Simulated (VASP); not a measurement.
# Ta (Im-3m) in VASP: a series of runs

Runs on Ta. Level: PBEsol. Tasks: relaxation of cell and atoms.

Everything below comes from runs of VASP 6.6.1. Logs are shortened: lines on timing, memory, paths and dates and some standing lists are left out, and cuts for length are marked.

### Step 1. The cell of the first run

Symmetry: Im-3m, No. 229, cubic system. The conventional cell has a = 3.232 Å, b = 3.232 Å, c = 3.232 Å, α = 90.00°, β = 90.00°, γ = 90.00°. Ta (site symmetry m-3m) has 14 Ta at 2.80 to 3.23 Å within 3.7 Å.

### Step 2. Relaxation of cell and atoms, PBEsol, target pressure 10 GPa, at which the enthalpy is minimised

INCAR

```
  ALGO = Fast
  EDIFF = 1E-6
  EDIFFG = -0.008
  ENCUT = 600
  GGA = PS
  IBRION = 2
  ISIF = 3
  ISMEAR = 0
  LASPH = T
  LCHARG = F
  LREAL = F
  LWAVE = F
  NELM = 100
  NSW = 70
  PREC = Accurate
  PSTRESS = 100.0
  SIGMA = 0.1
```

KPOINTS

```
k-points
0
Gamma
  18 18 18
```

POSCAR

```
Ta
1.0
   -1.6159367973      1.6159367973      1.6159367973
    1.6159367973     -1.6159367973      1.6159367973
    1.6159367973      1.6159367973     -1.6159367973
Ta
1
Direct
    0.0000000000      0.0000000000      0.0000000000
```

Potentials or basis: VASP PAW PBE potentials, release 64 (Ta_pv).

Run with:

```console
> cat potpaw_PBE.64/Ta_pv/POTCAR > POTCAR
> mpirun -np 1 vasp_std > vasp.out
```

OUTCAR:

```text
EDIFF = 1E-6
   EDIFFG = -0.008
   ENCUT = 600
   GGA = PS
   IBRION = 2
   ISIF = 3
   ISMEAR = 0
   LASPH = T
   LREAL = F
   NELM = 100
   NSW = 70
   PREC = Accurate
   PSTRESS = 100.0

 ion  position               nearest neighbor table
   1  0.000  0.000  0.000-

  LATTYP: Found a body centered cubic cell.
 ALAT       =     3.2318735946

  Lattice vectors:

 A1 = (  -1.6159367973,   1.6159367973,   1.6159367973)
 A2 = (   1.6159367973,  -1.6159367973,   1.6159367973)
 A3 = (   1.6159367973,   1.6159367973,  -1.6159367973)

Analysis of symmetry for initial positions (statically):
=====================================================================
 Subroutine PRICEL returns:
 Original cell was already a primitive cell.

 Routine SETGRP: Setting up the symmetry group for a
 body centered cubic supercell.

 Subroutine GETGRP returns: Found 48 space group operations
 (whereof 48 operations were pure point group operations)
 out of a pool of 48 trial point group operations.

The static configuration has the point symmetry O_h .

Analysis of symmetry for dynamics (positions and initial velocities):
=====================================================================
 Subroutine PRICEL returns:
 Original cell was already a primitive cell.

 Routine SETGRP: Setting up the symmetry group for a
 body centered cubic supercell.

 Subroutine GETGRP returns: Found 48 space group operations
 (whereof 48 operations were pure point group operations)
 out of a pool of 48 trial point group operations.

The dynamic configuration has the point symmetry O_h .

 Subroutine INISYM returns: Found 48 space group operations
 (whereof 48 operations are pure point group operations),
 and found     1 'primitive' translations

----------------------------------------------------------------------------------------

                                     Primitive cell

  volume of cell :      16.8785

  direct lattice vectors                    reciprocal lattice vectors
    -1.615936797  1.615936797  1.615936797     0.000000000  0.309418042  0.309418042
     1.615936797 -1.615936797  1.615936797     0.309418042  0.000000000  0.309418042
     1.615936797  1.615936797 -1.615936797     0.309418042  0.309418042  0.000000000

  length of vectors
     2.798884635  2.798884635  2.798884635     0.437583192  0.437583192  0.437583192

  position of ions in fractional coordinates (direct lattice)
     0.000000000  0.000000000  0.000000000
[... 85 lines left out ...]
   TEBEG  =    0.0;   TEEND  =   0.0 temperature during run
   PSTRESS=  100.0 pullay stress
   NELECT =      11.0000    total number of electrons
   NUPDOWN=      -1.0000    fix difference up-down
   EMIN   =  10.00;   EMAX   =-10.00  energy-range for DOS
   EFERMI =   0.00;   METHOD = LEGACY
   ISMEAR =     0;   SIGMA  =   0.10  broadening in eV -4-tet -1-fermi 0-gaus
   EFERMI_NEDOS =   21; number of points for ismear=-14 and -15
   IALGO  =     68    algorithm
   IMIX   =      4    mixing-type and parameters
     AMIX     =   0.40;   BMIX     =  1.00
     AMIX_MAG =   1.60;   BMIX_MAG =  1.00
  volume/ion in A,a.u.               =      16.88       113.90
  Fermi-wavevector in a.u.,A,eV,Ry     =   1.419367  2.682215 27.410332  2.014603
  Thomas-Fermi vector in A             =   2.540395
   LORBIT       =      0    0 simple, 1 ext, 2 COOP (PROOUT), +10 PAW based schemes
   GGA     = PS    functional components
   LHFCALC =     F    Hartree Fock is set to
   AEXX    =    0.0000 exact exchange contribution
   IVDW    =     0    specifies the selected vdW correction
   LEPSILON=     F    determine dielectric tensor
   LRPA    =     F    only Hartree local field effects (RPA)
 conjugate gradient relaxation of ions
 non-spin polarized calculation
 RMM-DIIS sequential band-by-band and
 Gauss-broadening in eV      SIGMA  =   0.10
  energy-cutoff  :      600.00
  volume of cell :       16.88
 maximum number of plane-waves:       586
   NGX = 11   NGY = 11   NGZ = 11

--------------------------------------- Ionic step        1  -------------------------------------------

 number of electron      10.9999998 magnetization

 Free energy of the ion-electron system (eV)
  ---------------------------------------------------
  ext. energy  EPLUGINS =         0.00000000
  ---------------------------------------------------
  free energy    TOTEN  =       -12.53066822 eV

  energy without entropy =      -12.52520328  energy(sigma->0) =      -12.52793575

------------------------ aborting loop because EDIFF is reached ----------------------------------------

  FORCE on cell =-STRESS in cart. coord.  units (eV):
  Direction    XX          YY          ZZ          XY          YZ          ZX
  --------------------------------------------------------------------------------------
  -------------------------------------------------------------------------------------
  Total        1.1077841      1.1077841      1.1077841      0.0000000      0.0000000     -0.0000000
  in kB      105.1556473    105.1556473    105.1556473      0.0000000      0.0000000     -0.0000000
  external PRESSURE =       5.1556473 kB  Pullay stress =     100.0000000 kB
[... 61 lines left out ...]
--------------------------------------- Ionic step        3  -------------------------------------------

 number of electron      10.9999998 magnetization

 Free energy of the ion-electron system (eV)
  ---------------------------------------------------
  ext. energy  EPLUGINS =         0.00000000
  ---------------------------------------------------
  free energy    TOTEN  =       -12.53279014 eV

  energy without entropy =      -12.52731779  energy(sigma->0) =      -12.53005396

 E-fermi :   5.8371     XC(G=0): -13.0542

 val. band max:        5.8353579934   @ k =  -0.2222   0.2222   0.0556
 cond. band min:       5.8470771030   @ k =  -0.3333   0.3333   0.1667
 fundamental gap:      0.0117191096
 Fermi energy:         5.8370671432

 k-point     1 :       0.0000    0.0000    0.0000
  band No.  band energies     occupation
      1     -26.9300      2.00000
      2     -26.9300      2.00000
      3     -26.9300      2.00000
      4      -2.3276      2.00000
      5       6.5548      0.00000
      6       6.5548      0.00000
      7       6.5548      0.00000
      8      10.0547      0.00000
      9      10.0547      0.00000
[... 265 lines left out ...]
 k-point    24 :       0.3889    0.1111    0.0000
  band No.  band energies     occupation
      1     -28.2895      2.00000
      2     -27.4341      2.00000
      3     -27.0055      2.00000
      4       1.5991      2.00000
      5       4.2313      2.00000
      6       6.7037      0.00000
      7       9.8276      0.00000
      8      11.2498      0.00000
      9      14.3773      0.00000

 [... further k-points ...]
[... 5 lines left out ...]
  --------------------------------------------------------------------------------------
  -------------------------------------------------------------------------------------
  Total        1.0543544      1.0543544      1.0543544     -0.0000000     -0.0000000     -0.0000000
  in kB       99.8873617     99.8873617     99.8873617     -0.0000000     -0.0000000     -0.0000000
  external PRESSURE =      -0.1126383 kB  Pullay stress =     100.0000000 kB
[... 20 lines left out ...]
  energy  without entropy=      -12.5273177892  energy(sigma->0) =      -12.53005396

  enthalpy is  TOTEN    =       -11.4772467856 eV   P V=        1.0555433535

 reached required accuracy - stopping structural energy minimisation
```

Wall time 92 s (1 thread of AMD EPYC 7R13, shared host); peak memory 0.15 GiB.

What came out:

* Free energy: -12.5328 eV
* Relaxed volume: 16.91 Å³/atom
* Relaxed cell: a = 2.801 Å, b = 2.801 Å, c = 2.801 Å, α = 109.47°, β = 109.47°, γ = 109.47°
* Space group after relaxing (to 0.1 Å): Im-3m (No. 229)
* Energy change on relaxing (the run minimises the enthalpy): -2.1 meV/atom
* Ionic steps: 3
* Pressure after relaxing: 10.0 GPa
* Band gap on the k mesh: zero (an odd number of electrons rules out a gap without spin polarisation)

The path:
```tsv
step	energy change (eV)	largest force (eV/Å)	pressure (GPa)	volume (Å³)
1	0.0000	0.0000	10.52	16.88
2	-0.0079	0.0000	8.53	17.01
3	-0.0021	0.0000	9.99	16.91
```

Final structure:
```xyz
1
Lattice="-1.6170 1.6170 1.6170 1.6170 -1.6170 1.6170 1.6170 1.6170 -1.6170" Properties=species:S:1:pos:R:3 pbc="T T T"
Ta    0.0000    0.0000    0.0000
```

Caveat: the cell is relaxed towards a set pressure, so the run minimises the enthalpy, not the energy; the PAW data sets were made with another functional, which shifts forces and pressure a little; spin-orbit coupling is left out, which moves the levels of the heavy elements.

### Step 3. Relaxation of cell and atoms, PBEsol, target pressure 5 GPa, at which the enthalpy is minimised

This run uses another cell than the first one, of 17.24 Å³/atom.

INCAR

```
SYSTEM = Ta
ALGO = Normal
EDIFF = 1E-7
EDIFFG = -0.008
ENCUT = 600
GGA = PS
IBRION = 2
ISIF = 3
ISMEAR = 0
LASPH = .TRUE.
LCHARG = .FALSE.
LREAL = .FALSE.
LWAVE = .FALSE.
NELM = 60
NSW = 70
PREC = Accurate
PSTRESS = 50.0
SIGMA = 0.1
```

KPOINTS

```
k-points
0
G
  18 18 18
  0 0 0
```

POSCAR

```
Ta
1.0
   -1.6274935862      1.6274935862      1.6274935862
    1.6274935862     -1.6274935862      1.6274935862
    1.6274935862      1.6274935862     -1.6274935862
Ta
1
Direct
    0.0000000000      0.0000000000      0.0000000000
```

Potentials or basis: VASP PAW PBE potentials, release 64 (Ta_pv).

Run with:

```console
> cat potpaw_PBE.64/Ta_pv/POTCAR > POTCAR
> mpirun -np 1 vasp_std > vasp.out
```

OUTCAR:

```text
SYSTEM = Ta
   EDIFF = 1E-7
   EDIFFG = -0.008
   ENCUT = 600
   GGA = PS
   IBRION = 2
   ISIF = 3
   ISMEAR = 0
   LASPH = .TRUE.
   LREAL = .FALSE.
   NELM = 60
   NSW = 70
   PREC = Accurate
   PSTRESS = 50.0

 ion  position               nearest neighbor table
   1  0.000  0.000  0.000-

  LATTYP: Found a body centered cubic cell.
 ALAT       =     3.2549871724

  Lattice vectors:

 A1 = (  -1.6274935862,   1.6274935862,   1.6274935862)
 A2 = (   1.6274935862,  -1.6274935862,   1.6274935862)
 A3 = (   1.6274935862,   1.6274935862,  -1.6274935862)

Analysis of symmetry for initial positions (statically):
=====================================================================
 Subroutine PRICEL returns:
 Original cell was already a primitive cell.

 Routine SETGRP: Setting up the symmetry group for a
 body centered cubic supercell.

 Subroutine GETGRP returns: Found 48 space group operations
 (whereof 48 operations were pure point group operations)
 out of a pool of 48 trial point group operations.

The static configuration has the point symmetry O_h .

Analysis of symmetry for dynamics (positions and initial velocities):
=====================================================================
 Subroutine PRICEL returns:
 Original cell was already a primitive cell.

 Routine SETGRP: Setting up the symmetry group for a
 body centered cubic supercell.

 Subroutine GETGRP returns: Found 48 space group operations
 (whereof 48 operations were pure point group operations)
 out of a pool of 48 trial point group operations.

The dynamic configuration has the point symmetry O_h .

 Subroutine INISYM returns: Found 48 space group operations
 (whereof 48 operations are pure point group operations),
 and found     1 'primitive' translations

----------------------------------------------------------------------------------------

[... 117 lines left out ...]
   AEXX    =    0.0000 exact exchange contribution
   IVDW    =     0    specifies the selected vdW correction
   LEPSILON=     F    determine dielectric tensor
   LRPA    =     F    only Hartree local field effects (RPA)
 conjugate gradient relaxation of ions
 non-spin polarized calculation
 Gauss-broadening in eV      SIGMA  =   0.10
  energy-cutoff  :      600.00
  volume of cell :       17.24
 maximum number of plane-waves:       603
   NGX = 11   NGY = 11   NGZ = 11

--------------------------------------- Ionic step        1  -------------------------------------------

 number of electron      11.0000000 magnetization

 Free energy of the ion-electron system (eV)
  ---------------------------------------------------
  ext. energy  EPLUGINS =         0.00000000
  ---------------------------------------------------
  free energy    TOTEN  =       -12.54861677 eV

  energy without entropy =      -12.54295321  energy(sigma->0) =      -12.54578499

------------------------ aborting loop because EDIFF is reached ----------------------------------------

  FORCE on cell =-STRESS in cart. coord.  units (eV):
  Direction    XX          YY          ZZ          XY          YZ          ZX
  --------------------------------------------------------------------------------------
  -------------------------------------------------------------------------------------
  Total        0.5739479      0.5739479      0.5739479      0.0000000      0.0000000     -0.0000000
  in kB       53.3292162     53.3292162     53.3292162      0.0000000      0.0000000     -0.0000000
  external PRESSURE =       3.3292162 kB  Pullay stress =      50.0000000 kB
[... 61 lines left out ...]
--------------------------------------- Ionic step        3  -------------------------------------------

 number of electron      11.0000000 magnetization

 Free energy of the ion-electron system (eV)
  ---------------------------------------------------
  ext. energy  EPLUGINS =         0.00000000
  ---------------------------------------------------
  free energy    TOTEN  =       -12.54941366 eV

  energy without entropy =      -12.54373135  energy(sigma->0) =      -12.54657251

 E-fermi :   5.6704     XC(G=0): -12.9453

 val. band max:        5.6679650541   @ k =   0.2222   0.0000   0.0000
 cond. band min:       5.6796257057   @ k =  -0.2222   0.2222   0.0556
 fundamental gap:      0.0116606516
 Fermi energy:         5.6704371871

 k-point     1 :       0.0000    0.0000    0.0000
  band No.  band energies     occupation
      1     -27.1875      2.00000
      2     -27.1875      2.00000
      3     -27.1875      2.00000
      4      -2.4245      2.00000
      5       6.3843      0.00000
      6       6.3843      0.00000
      7       6.3843      0.00000
      8       9.8069      0.00000
      9       9.8069      0.00000
[... 265 lines left out ...]
 k-point    24 :       0.3889    0.1111    0.0000
  band No.  band energies     occupation
      1     -28.4587      2.00000
      2     -27.6599      2.00000
      3     -27.2572      2.00000
      4       1.5082      2.00000
      5       4.1182      2.00000
      6       6.4613      0.00000
      7       9.5718      0.00000
      8      10.9511      0.00000
      9      13.9913      0.00000

 [... further k-points ...]
[... 5 lines left out ...]
  --------------------------------------------------------------------------------------
  -------------------------------------------------------------------------------------
  Total        0.5394904      0.5394904      0.5394904      0.0000000      0.0000000      0.0000000
  in kB       50.0557758     50.0557758     50.0557758      0.0000000      0.0000000      0.0000000
  external PRESSURE =       0.0557758 kB  Pullay stress =      50.0000000 kB
[... 20 lines left out ...]
  energy  without entropy=      -12.5437313483  energy(sigma->0) =      -12.54657251

  enthalpy is  TOTEN    =       -12.0105244521 eV   P V=        0.5388892116

 reached required accuracy - stopping structural energy minimisation
```

CONTCAR:

```text
Ta
   1.00000000000000
    -1.6282710148167965    1.6282710148167965    1.6282710148167965
     1.6282710148167965   -1.6282710148167965    1.6282710148167965
     1.6282710148167965    1.6282710148167965   -1.6282710148167965
  Ta
     1
Direct
     0.0000000000000000    0.0000000000000000    0.0000000000000000

  0.00000000E+00  0.00000000E+00  0.00000000E+00
```

Run time: 76 s. Hardware: 1 thread of AMD EPYC 7R13, shared host; peak memory 0.15 GiB.

Results:

```
Free energy                                                : -12.5494 eV
Relaxed volume                                             : 17.27 Å³/atom
Relaxed cell                                               : a = 2.820 Å, b = 2.820 Å, c = 2.820 Å, α = 109.47°, β = 109.47°, γ = 109.47°
Space group after relaxing (to 0.1 Å)                      : Im-3m (No. 229)
Energy change on relaxing (the run minimises the enthalpy) : -0.8 meV/atom
Ionic steps                                                : 3
Pressure after relaxing                                    : 5.0 GPa
Band gap on the k mesh                                     : zero (an odd number of electrons rules out a gap without spin polarisation)
```

The path:
```csv
step,energy change (eV),largest force (eV/Å),pressure (GPa),volume (Å³)
1,0.0000,0.0000,5.33,17.24
2,-0.0026,0.0000,4.15,17.33
3,-0.0008,0.0000,5.01,17.27
```

Final structure:
```
CELL_PARAMETERS angstrom
-1.62827 1.62827 1.62827
1.62827 -1.62827 1.62827
1.62827 1.62827 -1.62827
ATOMIC_POSITIONS crystal
Ta 0.00000 0.00000 0.00000
```

Levels at points of the mesh, in eV from the Fermi level:
| k point | band 3 | band 4 | band 5 | band 6 | band 7 | band 8 |
| --- | --- | --- | --- | --- | --- | --- |
| (0.00, 0.00, 0.00) | -32.86 | -8.09 | 0.71 | 0.71 | 0.71 | 4.14 |
| (0.50, 0.00, 0.00) | -32.87 | -4.59 | -1.69 | 1.81 | 4.05 | 5.13 |
| (0.50, 0.50, 0.50) | -33.80 | -4.08 | -4.08 | 7.19 | 7.19 | 7.19 |

Caveat: the cell is relaxed towards a set pressure, so the run minimises the enthalpy, not the energy; the PAW data sets were made with another functional, which shifts forces and pressure a little; spin-orbit coupling is left out, which moves the levels of the heavy elements.
